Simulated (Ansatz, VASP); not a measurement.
## N: VASP beside Ansatz

POSCAR

```
N
1.0
   10.0000000000      0.0000000000      0.0000000000
    0.0000000000     10.5000000000      0.0000000000
    0.0000000000      0.0000000000     11.0000000000
N
2
Direct
    0.5000000000      0.5000000000      0.4500092982
    0.5000000000      0.5000000000      0.5499907018
```

The input INCAR.step1:

```
  ALGO = Normal
  EDIFF = 1E-5
  ENCUT = 580
  GGA = PE
  GGA_COMPAT = False
  ISMEAR = 0
  LASPH = True
  LCHARG = False
  LREAL = False
  LWAVE = True
  NBANDS = 12
  NELM = 120
  NELMDL = -8
  PREC = Accurate
  SIGMA = 0.01
```

File INCAR.step2:

```
  ALGO = Normal
  EDIFF = 1E-6
  ENCUT = 580
  GGA_COMPAT = False
  ISIF = 2
  ISMEAR = 0
  ISTART = 1
  LASPH = True
  LCHARG = False
  LMIXTAU = True
  LREAL = False
  LWAVE = False
  METAGGA = R2SCAN
  NBANDS = 12
  NELM = 120
  PREC = Accurate
  SIGMA = 0.01
```

Contents of KPOINTS:

```
k-points
0
Gamma
  1 1 1
```

Input for Ansatz:

```yaml
crystal:
  lattice:
    - [10.0, 0.0, 0.0]
    - [0.0, 10.5, 0.0]
    - [0.0, 0.0, 11.0]
  atoms:
    - { symbol: "N", position: [0.5, 0.5, 0.4500092982] }
    - { symbol: "N", position: [0.5, 0.5, 0.5499907018] }
basis:
  ecutwfc: 500
kpoints:
  mp_grid: { grid: [1, 1, 1] }
hamiltonian:
  xc: r2scan
  pseudopotentials: { kind: paw, azcp: { folder: soft_1 } }
scf:
  occupations: { method: gaussian, width: 0.01 }
output:
  forces: true
  stress: true
  eigenvalues: true
```

Alike in both runs: task single point; functional r2SCAN; k mesh 1 × 1 × 1; occupations gaussian, width 0.01 eV; no spin polarisation.

|  | VASP | Ansatz |
| --- | --- | --- |
| version | VASP 6.6.1 | Ansatz 0.2.0 |
| potentials or method | VASP PAW PBE potentials, release 64 (N), cutoff 580 eV | scalar-relativistic, plane waves, PAW |
| valence electrons in the cell | 10 | 10 |

```csv
,VASP,Ansatz,Ansatz less VASP
gap on the k mesh at the Fermi level (eV),9.00,9.03,+0.028
rms of the force components (eV/Å),0.597,0.547,-0.0506
```

VASP's potentials were made for PBE, not for r2SCAN. Atom by atom the forces differ by 1.144 eV/Å (rms over components). One of these differences is far larger than is usual between the two programs; its cause wasn't traced. The functional is the same, so the differences come from potentials, cutoffs and numerics.

Noted on VASP's run: the standard files for N, O and F lose accuracy on very short bonds.
